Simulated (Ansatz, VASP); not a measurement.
# Two plane-wave programs on Pb

```xyz
2
Lattice="0.0000 3.5311 3.5311 3.5311 0.0000 3.5311 3.5311 3.5311 0.0000" Properties=species:S:1:pos:R:3 pbc="T T T"
Pb    0.8828    0.8828    0.8828
Pb    6.1795    6.1795    6.1795
```

Alike in both runs: task single point; functional PBE; k mesh 8 × 8 × 8; occupations fermi-dirac, width 0.1 eV; non-collinear spin, spin-orbit coupling.

|  | VASP | Ansatz |
| --- | --- | --- |
| version | VASP 6.6.1 | Ansatz 0.2.0 |
| potentials or method | VASP PAW PBE potentials, release 64 (Pb_d), cutoff 520 eV | plane waves (420 eV) with PAW, fully relativistic with spin-orbit coupling |
| valence electrons in the cell | 28 | 28 |

|  | VASP | Ansatz | Ansatz less VASP |
| --- | --- | --- | --- |
| net moment per atom (μB) | 0.00 | 0.00 | 0.000 |
